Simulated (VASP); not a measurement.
# Pt (Fm-3m) in VASP: a series of runs

Runs on Pt. Level: PBEsol. Tasks: single point, relaxation of cell and atoms.

All numbers are computed with VASP 6.6.1; they aren't measurements. Logs are shortened: lines on timing, memory, paths and dates and some standing lists are left out, and cuts for length are marked.

**1. The cell of the first run**

Symmetry: Fm-3m, No. 225, cubic system. The conventional cell has a = 3.896 Å, b = 3.896 Å, c = 3.896 Å, α = 90.00°, β = 90.00°, γ = 90.00°. Pt (site symmetry m-3m) has 12 Pt at 2.75 Å within 3.6 Å.

**2. Single point, PBEsol**

Input file INCAR:

```
SYSTEM = Pt
ALGO = Fast
EDIFF = 1E-7
ENCUT = 520
GGA = PS
ISIF = 2
ISMEAR = 0
LASPH = .TRUE.
LCHARG = .FALSE.
LREAL = .FALSE.
LWAVE = .FALSE.
NBANDS = 11
NELM = 80
PREC = Accurate
SIGMA = 0.1
```

Input file KPOINTS:

```
k-points
0
G
  18 18 18
  0 0 0
```

Input file POSCAR:

```
Pt
1.0
    0.0000000000      1.9480343486      1.9480343486
    1.9480343486      0.0000000000      1.9480343486
    1.9480343486      1.9480343486      0.0000000000
Pt
1
Direct
    0.0000000000      0.0000000000      0.0000000000
```

Potentials or basis: VASP PAW PBE potentials, release 64 (Pt).

Command:

```
cat potpaw_PBE.64/Pt/POTCAR > POTCAR
mpirun -np 1 vasp_std > vasp.out
```

OUTCAR:

```text
SYSTEM = Pt
   EDIFF = 1E-7
   ENCUT = 520
   GGA = PS
   ISIF = 2
   ISMEAR = 0
   LASPH = .TRUE.
   LREAL = .FALSE.
   NELM = 80
   PREC = Accurate

 ion  position               nearest neighbor table
   1  0.000  0.000  0.000-

  LATTYP: Found a face centered cubic cell.
 ALAT       =     3.8960686972

  Lattice vectors:

 A1 = (   0.0000000000,   1.9480343486,   1.9480343486)
 A2 = (   1.9480343486,   0.0000000000,   1.9480343486)
 A3 = (   1.9480343486,   1.9480343486,   0.0000000000)

Analysis of symmetry for initial positions (statically):
=====================================================================
 Subroutine PRICEL returns:
 Original cell was already a primitive cell.

 Routine SETGRP: Setting up the symmetry group for a
 face centered cubic supercell.

 Subroutine GETGRP returns: Found 48 space group operations
 (whereof 48 operations were pure point group operations)
 out of a pool of 48 trial point group operations.

The static configuration has the point symmetry O_h .

Analysis of symmetry for dynamics (positions and initial velocities):
=====================================================================
 Subroutine PRICEL returns:
 Original cell was already a primitive cell.

 Routine SETGRP: Setting up the symmetry group for a
 face centered cubic supercell.

 Subroutine GETGRP returns: Found 48 space group operations
 (whereof 48 operations were pure point group operations)
 out of a pool of 48 trial point group operations.

The dynamic configuration has the point symmetry O_h .

 Subroutine INISYM returns: Found 48 space group operations
 (whereof 48 operations are pure point group operations),
 and found     1 'primitive' translations

----------------------------------------------------------------------------------------

                                     Primitive cell

  volume of cell :      14.7849

  direct lattice vectors                    reciprocal lattice vectors
     0.000000000  1.948034349  1.948034349    -0.256668986  0.256668986  0.256668986
     1.948034349  0.000000000  1.948034349     0.256668986 -0.256668986  0.256668986
     1.948034349  1.948034349  0.000000000     0.256668986  0.256668986 -0.256668986

  length of vectors
     2.754936596  2.754936596  2.754936596     0.444563724  0.444563724  0.444563724

  position of ions in fractional coordinates (direct lattice)
     0.000000000  0.000000000  0.000000000

  ion indices of the primitive-cell ions
   primitive index   ion index
                 1           1

----------------------------------------------------------------------------------------

 KPOINTS: k-points

Automatic generation of k-mesh.
 Grid dimensions read from file:
 generate k-points for:   18   18   18

 Generating k-lattice:

  Cartesian coordinates                     Fractional coordinates (reciprocal lattice)
    -0.014259388  0.014259388  0.014259388     0.055555556  0.000000000  0.000000000
     0.014259388 -0.014259388  0.014259388     0.000000000  0.055555556  0.000000000
     0.014259388  0.014259388 -0.014259388     0.000000000  0.000000000  0.055555556

  Length of vectors
     0.024697985  0.024697985  0.024697985

  Shift w.r.t. Gamma in fractional coordinates (k-lattice)
     0.000000000  0.000000000  0.000000000

 Subroutine IBZKPT returns following result:
 ===========================================

 Found    195 irreducible k-points:

 Following reciprocal coordinates:
            Coordinates               Weight
  0.000000  0.000000  0.000000      1.000000
  0.055556  0.000000  0.000000      8.000000
  0.111111  0.000000  0.000000      8.000000
  0.166667  0.000000  0.000000      8.000000
  0.222222  0.000000  0.000000      8.000000
  0.277778  0.000000  0.000000      8.000000
[... 16 lines left out ...]
 -0.277778  0.055556  0.000000     24.000000
 -0.222222  0.055556  0.000000     24.000000
 [... further k-points ...]
   k-points           NKPTS =    195   k-points in BZ     NKDIM =    195   number of bands    NBANDS=     11
   number of dos      NEDOS =    301   number of ions     NIONS =      1
   total plane-waves  NPLWV =   8000
   dimension x,y,z NGX =    20 NGY =   20 NGZ =   20
   dimension x,y,z NGXF=    40 NGYF=   40 NGZF=   40
   ions per type =               1
   NGX,Y,Z   is equivalent  to a cutoff of  12.07, 12.07, 12.07 a.u.
   NGXF,Y,Z  is equivalent  to a cutoff of  24.14, 24.14, 24.14 a.u.
 SYSTEM =  Pt
   PREC   = accura    normal or accurate (medium, high low for compatibility)
   ISTART =      0    job   : 0-new  1-cont  2-samecut
   ICHARG =      2    charge: 1-file 2-atom 10-const
   ISPIN  =      1    spin polarized calculation?
   LNONCOLLINEAR =      F non collinear calculations
   LSORBIT =      F    spin-orbit coupling
   LASPH  =      T    aspherical Exc in radial PAW
   ENCUT  =  520.0 eV  38.22 Ry    6.18 a.u.   5.12  5.12  5.12*2*pi/ulx,y,z
   NELM   =     80;   NELMIN=  2; NELMDL= -5     # of ELM steps
   EDIFF  = 0.1E-06   stopping-criterion for ELM
   LREAL  =      F    real-space projection
   EDIFFG = 0.1E-05   stopping-criterion for IOM
   NSW    =      0    number of steps for IOM
   IBRION =     -1    ionic relax: 0-MD 1-quasi-New 2-CG
   NFREE  =      0    steps in history (QN), initial steepest desc. (CG)
   ISIF   =      2    stress and relaxation
   ISYM   =      2    0-nonsym 1-usesym 2-fastsym
   POTIM  = 0.5000    time-step for ionic-motion
   TEBEG  =    0.0;   TEEND  =   0.0 temperature during run
   PSTRESS=    0.0 pullay stress
   NELECT =      10.0000    total number of electrons
   NUPDOWN=      -1.0000    fix difference up-down
   EMIN   =  10.00;   EMAX   =-10.00  energy-range for DOS
   EFERMI =   0.00;   METHOD = LEGACY
   ISMEAR =     0;   SIGMA  =   0.10  broadening in eV -4-tet -1-fermi 0-gaus
   EFERMI_NEDOS =   21; number of points for ismear=-14 and -15
   IALGO  =     68    algorithm
   IMIX   =      4    mixing-type and parameters
     AMIX     =   0.40;   BMIX     =  1.00
     AMIX_MAG =   1.60;   BMIX_MAG =  1.00
  volume/ion in A,a.u.               =      14.78        99.77
  Fermi-wavevector in a.u.,A,eV,Ry     =   1.437038  2.715608 28.097091  2.065078
  Thomas-Fermi vector in A             =   2.556160
   LORBIT       =      0    0 simple, 1 ext, 2 COOP (PROOUT), +10 PAW based schemes
   GGA     = PS    functional components
   LHFCALC =     F    Hartree Fock is set to
   AEXX    =    0.0000 exact exchange contribution
   IVDW    =     0    specifies the selected vdW correction
   LEPSILON=     F    determine dielectric tensor
   LRPA    =     F    only Hartree local field effects (RPA)
 non-spin polarized calculation
 RMM-DIIS sequential band-by-band and
 Gauss-broadening in eV      SIGMA  =   0.10
  energy-cutoff  :      520.00
  volume of cell :       14.78
 maximum number of plane-waves:       411
   NGX = 11   NGY = 11   NGZ = 11

 number of electron      10.0000000 magnetization

 Free energy of the ion-electron system (eV)
  ---------------------------------------------------
  ext. energy  EPLUGINS =         0.00000000
  ---------------------------------------------------
  free energy    TOTEN  =        -6.96202672 eV

  energy without entropy =       -6.95168250  energy(sigma->0) =       -6.95685461

 E-fermi :  11.4852     XC(G=0): -13.7461

 val. band max:       11.4809582264   @ k =  -0.3889   0.3889   0.1667
 cond. band min:      11.4854158677   @ k =  -0.3333   0.3889   0.1111
 fundamental gap:      0.0044576413
 Fermi energy:        11.4851981214

 k-point     1 :       0.0000    0.0000    0.0000
  band No.  band energies     occupation
      1       0.9603      2.00000
      2       7.5513      2.00000
      3       7.5513      2.00000
      4       7.5513      2.00000
      5       9.8015      2.00000
      6       9.8015      2.00000
      7      26.0494      0.00000
      8      31.1195      0.00000
      9      31.1195      0.00000
     10      31.1195      0.00000
     11      36.4911      0.00000

 k-point     2 :       0.0556    0.0000    0.0000
  band No.  band energies     occupation
      1       1.0873      2.00000
      2       7.4926      2.00000
      3       7.6028      2.00000
      4       7.6028      2.00000
      5       9.7717      2.00000
      6       9.7717      2.00000
      7      26.2516      0.00000
      8      30.4437      0.00000
      9      31.3178      0.00000
     10      31.3178      0.00000
     11      37.2492      0.00000

 k-point     3 :       0.1111    0.0000    0.0000
  band No.  band energies     occupation
      1       1.4569      2.00000
      2       7.3417      2.00000
      3       7.7377      2.00000
      4       7.7377      2.00000
      5       9.7077      2.00000
      6       9.7077      2.00000
      7      26.8040      0.00000
      8      29.0339      0.00000
      9      31.8948      0.00000
     10      31.8948      0.00000
     11      38.1776      0.00000

 k-point     4 :       0.1667    0.0000    0.0000
  band No.  band energies     occupation
      1       2.0281      2.00000
      2       7.1724      2.00000
      3       7.8900      2.00000
      4       7.8900      2.00000
      5       9.6886      2.00000
      6       9.6886      2.00000
      7      27.4313      0.00000
      8      27.5165      0.00000
      9      32.7941      0.00000
     10      32.7941      0.00000
     11      36.6456      0.00000

 k-point     5 :       0.2222    0.0000    0.0000
  band No.  band energies     occupation
      1       2.7106      2.00000
      2       7.1105      2.00000
      3       7.9568      2.00000
      4       7.9568      2.00000
      5       9.8284      2.00000
      6       9.8284      2.00000
      7      25.7445      0.00000
      8      27.9432      0.00000
      9      33.8762      0.00000
     10      33.8762      0.00000
     11      35.2924      0.00000

 k-point     6 :       0.2778    0.0000    0.0000
  band No.  band energies     occupation
      1       3.3370      2.00000
      2       7.3432      2.00000
      3       7.8933      2.00000
      4       7.8933      2.00000
      5      10.1686      2.00000
      6      10.1686      2.00000
      7      23.9058      0.00000
      8      27.6321      0.00000
      9      34.3151      0.00000
     10      34.3151      0.00000
     11      35.3697      0.00000

 k-point     7 :       0.3333    0.0000    0.0000
  band No.  band energies     occupation
      1       3.7269      2.00000
      2       7.7573      2.00000
      3       7.7573      2.00000
      4       8.0400      2.00000
      5      10.6258      2.00000
      6      10.6258      2.00000
      7      21.9015      0.00000
      8      26.8726      0.00000
      9      33.0416      0.00000
     10      33.0416      0.00000
     11      36.6869      0.00000

 k-point     8 :       0.3889    0.0000    0.0000
  band No.  band energies     occupation
      1       3.8732      2.00000
      2       7.6192      2.00000
      3       7.6192      2.00000
      4       9.1375      2.00000
      5      11.0772      2.00000
      6      11.0772      2.00000
      7      19.8801      0.00000
      8      26.1852      0.00000
      9      31.7354      0.00000
     10      31.7354      0.00000
     11      38.5902      0.00000
[... 141 lines left out ...]
 k-point    19 :       0.5000    0.0556    0.0000
  band No.  band energies     occupation
      1       4.0024      2.00000
      2       7.4023      2.00000
      3       7.5794      2.00000
      4      10.0540      2.00000
      5      11.5376      0.45884
      6      12.2972      0.00000
      7      17.4896      0.00000
      8      25.8120      0.00000
      9      30.3537      0.00000
     10      30.4005      0.00000
     11      39.9317      0.00000

 k-point    20 :      -0.4444    0.0556    0.0000
  band No.  band energies     occupation
      1       4.0043      2.00000
      2       7.4262      2.00000
      3       7.5788      2.00000
      4       9.9656      2.00000
      5      11.3753      1.88000
      6      12.2544      0.00000
      7      17.7630      0.00000
      8      25.8585      0.00000
      9      30.1506      0.00000
     10      30.8097      0.00000
     11      39.5658      0.00000

 k-point    21 :      -0.3889    0.0556    0.0000
  band No.  band energies     occupation
      1       3.9962      2.00000
      2       7.5185      2.00000
      3       7.6468      2.00000
      4       9.1840      2.00000
      5      11.0029      2.00000
      6      11.7918      0.00001
      7      19.2697      0.00000
      8      26.1821      0.00000
      9      30.4975      0.00000
     10      31.7896      0.00000
     11      38.1877      0.00000

 k-point    22 :      -0.3333    0.0556    0.0000
  band No.  band energies     occupation
      1       3.9077      2.00000
      2       7.6541      2.00000
      3       7.7719      2.00000
      4       8.1710      2.00000
      5      10.5059      2.00000
      6      11.2741      1.99716
      7      21.2583      0.00000
      8      26.7699      0.00000
      9      31.2769      0.00000
     10      33.2623      0.00000
     11      36.4295      0.00000

 k-point    23 :      -0.2778    0.0556    0.0000
  band No.  band energies     occupation
      1       3.6096      2.00000
      2       7.3612      2.00000
      3       7.8428      2.00000
      4       7.9221      2.00000
      5       9.9931      2.00000
      6      10.7537      2.00000
      7      23.3178      0.00000
      8      27.5250      0.00000
      9      32.2330      0.00000
     10      34.7822      0.00000
     11      35.1220      0.00000

 k-point    24 :      -0.2222    0.0556    0.0000
  band No.  band energies     occupation
      1       3.0435      2.00000
      2       7.0330      2.00000
      3       7.9571      2.00000
      4       8.0281      2.00000
      5       9.5907      2.00000
      6      10.2986      2.00000
      7      25.2309      0.00000
      8      28.0585      0.00000
      9      32.7182      0.00000
     10      34.0871      0.00000
     11      35.3551      0.00000

 [... further k-points ...]
[... 5 lines left out ...]
  --------------------------------------------------------------------------------------
  -------------------------------------------------------------------------------------
  Total        0.4329331      0.4329331      0.4329331      0.0000000      0.0000000      0.0000000
  in kB       46.9149836     46.9149836     46.9149836      0.0000000      0.0000000      0.0000000
  external PRESSURE =      46.9149836 kB  Pullay stress =       0.0000000 kB

 VOLUME and BASIS-vectors are now :
 -----------------------------------------------------------------------------
  energy-cutoff  :      520.00
  volume of cell :       14.78
      direct lattice vectors                 reciprocal lattice vectors
     0.000000000  1.948034349  1.948034349    -0.256668986  0.256668986  0.256668986
     1.948034349  0.000000000  1.948034349     0.256668986 -0.256668986  0.256668986
     1.948034349  1.948034349  0.000000000     0.256668986  0.256668986 -0.256668986

 POSITION                                       TOTAL-FORCE (eV/Angst)
 -----------------------------------------------------------------------------------
      0.00000      0.00000      0.00000         0.000000      0.000000      0.000000
 -----------------------------------------------------------------------------------
    total drift:                               -0.000000      0.000000      0.000000

  FREE ENERGIE OF THE ION-ELECTRON SYSTEM (eV)
  ---------------------------------------------------
  free  energy   TOTEN  =        -6.9620267227 eV

  energy  without entropy=       -6.9516825007  energy(sigma->0) =       -6.95685461
```

It took 17 s on 1 thread of Intel Xeon Platinum 8488C (Sapphire Rapids), shared host; peak memory 0.14 GiB.

What came out:

```
Free energy            : -6.9620 eV
Pressure               : 4.7 GPa
Band gap on the k mesh : zero (band 5 reaches 12.00 eV, above the bottom of band 6 at 9.69 eV)
```

Caveat: the PAW data sets were made with another functional, which shifts forces and pressure a little; spin-orbit coupling is left out, which moves the levels of the heavy elements.

[end of part 1 of 2]
